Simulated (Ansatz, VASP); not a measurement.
**One calculation of CaS, two programs**

```
Ca S
1.0
     2.81717    2.81717    0.00000
    -2.81717    2.81717    0.00000
     0.00000    2.81717    2.81717
Ca S
1 1
Direct
  0.00000 0.00000 0.00000
  0.50000 0.50000 0.00000
```

Change from the starting cell: unstrained.

Alike in both runs: task single point; functional PBEsol; k mesh 8 × 8 × 8; no spin polarisation.

|  | VASP | Ansatz |
| --- | --- | --- |
| version | VASP 6.6.1 | Ansatz 0.2.0 |
| potentials or method | VASP PAW PBE potentials, release 64 (Ca_sv, S), cutoff 500 eV | all-electron LAPW, scalar-relativistic |
| occupations | gaussian, width 0.01 eV | fixed |

VASP gave:

| Quantity | Value |
| --- | --- |
| gap on the k mesh at the Fermi level (eV) | 2.15 |
| pressure (GPa) | 0.2 |

Q: What did Ansatz give for the same quantities?

A: gap on the k mesh at the Fermi level (eV): 2.16; pressure (GPa): 0.0.

VASP's potentials were made for PBE, not for PBEsol. Ansatz ran all-electron here, and VASP with PAW potentials.
